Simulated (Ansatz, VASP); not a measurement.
# Two plane-wave programs on Ir

```
CELL_PARAMETERS angstrom
0.00000 1.90545 1.90545
1.90545 0.00000 1.90545
1.90545 1.90545 0.00000
ATOMIC_POSITIONS crystal
Ir 0.00000 0.00000 0.00000
```

Alike in both runs: functional LDA; k mesh 18 × 18 × 18; occupations gaussian, width 0.1 eV; no spin polarisation.

Ansatz relaxed the structure, and its values are those at the end. VASP's run is a single point on that final structure, the one shown.

|  | VASP | Ansatz |
| --- | --- | --- |
| version | VASP 6.6.1 | Ansatz 0.2.0 |
| potentials or method | VASP PAW LDA potentials, release 64 (Ir), cutoff 500 eV | scalar-relativistic, plane waves, PAW |
| valence electrons in the cell | 9 | 17 |

```tsv
	VASP	Ansatz	Ansatz less VASP
gap on the k mesh at the Fermi level (eV)	none	none	-
pressure (GPa)	2.6	0.0	-2.58
```

Ansatz warns that its potentials were made for another functional, while VASP's fit it. LDA's correlation is that of Perdew and Zunger in VASP and of Perdew and Wang (1992) in Ansatz. A gap of «none» marks a metal or a gap that the smearing closes. VASP's potentials hold 9 valence electrons a cell and Ansatz's 17, so a difference there can come from the potentials and not from the codes.

Neither program's run includes spin-orbit coupling.
